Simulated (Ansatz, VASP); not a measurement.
# One calculation of WSe, two programs

```xyz
2
Lattice="0.0000 3.0378 3.0378 3.0378 0.0000 3.0378 3.0378 3.0378 0.0000" Properties=species:S:1:pos:R:3 pbc="T T T"
W     0.0000    0.0000    0.0000
Se    1.5189    1.5189    1.5189
```

Alike in both runs: task single point; functional PBE; k mesh 12 × 12 × 12; occupations gaussian, width 0.1 eV; no spin polarisation; Hubbard terms W d U = 6.2 eV.

|  | VASP | Ansatz |
| --- | --- | --- |
| version | VASP 6.6.1 | Ansatz 0.2.0 |
| potentials or method | VASP PAW PBE potentials, release 64 (W_sv, Se), cutoff 520 eV | scalar-relativistic, plane waves, PAW |
| valence electrons in the cell | 20 | 30 |

|  | VASP | Ansatz | Ansatz less VASP |
| --- | --- | --- | --- |
| gap on the k mesh at the Fermi level (eV) | 0.06 | 1.14 | +1.076 |
| least direct gap on the mesh (eV) | 0.20 | 2.03 | +1.836 |
| pressure (GPa) | -1.1 | 1.2 | +2.35 |

The programs project onto different local orbitals, so the same U acts differently, and such runs can settle in different states. VASP's potentials hold 20 valence electrons a cell and Ansatz's 30, so a difference there can come from the potentials and not from the codes.

Spin-orbit coupling is off throughout.
